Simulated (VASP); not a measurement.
Pt:

```
Pt
1.0
     0.00000    1.96090    1.96090
     1.96090    0.00000    1.96090
     1.96090    1.96090    0.00000
Pt
1
Direct
  0.00000 0.00000 0.00000
```

| Quantity | Value |
| --- | --- |
| Program | VASP 6.6.1 |
| Task | relaxation of cell and atoms |
| Functional | BLYP |
| Potentials or basis | VASP PAW PBE potentials, release 64 (Pt) |
| Cutoff | 600 eV |
| k mesh | 12 × 12 × 12 |
| Occupations | fermi-dirac, width 0.05 eV |
| Spin | no spin polarisation |

At the start: pressure 27.2 GPa; volume 15.08 Å³/atom.

Q: How do energy, volume and symmetry change on relaxing?

A: Over 5 steps the energy falls by 124.6 meV/atom and the volume is 16.72 Å³/atom (+10.9 %); space group Fm-3m (No. 225, to 0.05 Å).

The path:
| step | energy change (eV) | largest force (eV/Å) | pressure (GPa) | volume (Å³) |
| --- | --- | --- | --- | --- |
| 1 | 0.0000 | 0.0000 | 27.22 | 15.08 |
| 2 | 0.3427 | 0.0000 | -24.17 | 21.39 |
| 3 | -0.1236 | 0.0000 | -1.88 | 16.89 |
| 4 | -0.1246 | 0.0000 | -0.38 | 16.75 |
| 5 | -0.1246 | 0.0000 | 0.05 | 16.72 |

Final structure:
```
CELL_PARAMETERS angstrom
0.00000 2.02948 2.02948
2.02948 0.00000 2.02948
2.02948 2.02948 0.00000
ATOMIC_POSITIONS crystal
Pt 0.00000 0.00000 0.00000
```

Caveat: the PAW data sets were made with another functional, which shifts forces and pressure a little; the volume moved by +11 % from the deposited cell, more than functionals usually miss.
